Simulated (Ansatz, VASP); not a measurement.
## CaSnSe: VASP beside Ansatz

File INCAR:

```
SYSTEM = CaSnSe
PREC = Accurate ; ENCUT = 600
EDIFF = 1E-6 ; ISMEAR = 0
SIGMA = 0.1 ; LREAL = .False.
LASPH = .True. ; NELM = 100
ALGO = Normal ; ISIF = 3
LWAVE = .False. ; LCHARG = .False.
GGA = PE ; IBRION = 2
NSW = 100 ; EDIFFG = -0.01
```

The input KPOINTS:

```
Automatic mesh
0
Gamma
  12 12 6
  0 0 0
```

The input POSCAR:

```
CaSnSe
1.0
    5.3147104509      0.0000000000      0.0000000000
   -2.6573552255      4.6026742643      0.0000000000
    0.0000000000      0.0000000000      6.5971615306
Ca Sn Se
2 2 2
Direct
    0.0000000000      0.0000000000      0.0000000000
    0.0000000000      0.0000000000      0.5000000000
    0.3333333333      0.6666666667      0.2500000000
    0.6666666667      0.3333333333      0.7500000000
    0.6666666667      0.3333333333      0.2500000000
    0.3333333333      0.6666666667      0.7500000000
```

Input for Ansatz:

```yaml
crystal:
  lattice:
    - [5.3147104509, 0.0, 0.0]
    - [-2.6573552255, 4.6026742643, 0.0]
    - [0.0, 0.0, 6.5971615306]
  atoms:
    - { symbol: Ca, position: [0.0, 0.0, 0.0] }
    - { symbol: Ca, position: [0.0, 0.0, 0.5] }
    - { symbol: Sn, position: [0.3333333333, 0.6666666667, 0.25] }
    - { symbol: Sn, position: [0.6666666667, 0.3333333333, 0.75] }
    - { symbol: Se, position: [0.6666666667, 0.3333333333, 0.25] }
    - { symbol: Se, position: [0.3333333333, 0.6666666667, 0.75] }
basis:
  ecutwfc: 420
kpoints:
  mp_grid: { grid: [12, 12, 6] }
hamiltonian:
  xc: pbe
scf:
  occupations: { method: gaussian, width: 0.1 }
output:
  forces: true
  stress: true
  eigenvalues: true
  write_density: true
  write_potential: true
  elf: true
  volumetric_format: npy
relax:
  adjacent_minimum: "off"
  f_tol: 0.01
  max_steps: 80
  cell: { stress_tol: 0.05 }
```

Alike in both runs: task relaxation of cell and atoms; functional PBE; k mesh 12 × 12 × 6; occupations gaussian, width 0.1 eV; no spin polarisation.

```csv
,VASP,Ansatz
version,VASP 6.6.1,Ansatz 0.2.0
potentials or method,"VASP PAW PBE potentials, release 64 (Ca_sv, Sn_d, Se), cutoff 600 eV","scalar-relativistic, plane waves, PAW"
valence electrons in the cell,60,80
```

VASP gave:

| Property | Result |
| --- | --- |
| gap on the k mesh at the Fermi level, each at its own relaxed structure (eV) | none |
| relaxed volume (Å³/atom) | 28.55 |
| relaxed cell length with the largest relative difference (Å) | 8.199 |

Which values does Ansatz return?

gap on the k mesh at the Fermi level, each at its own relaxed structure (eV): none; relaxed volume (Å³/atom): 27.21; relaxed cell length with the largest relative difference (Å): 6.987.

A gap of «none» marks a metal or a gap that the smearing closes. One of these differences is far larger than is usual between the two programs; its cause wasn't traced. VASP's potentials hold 60 valence electrons a cell and Ansatz's 80, so a difference there can come from the potentials and not from the codes.
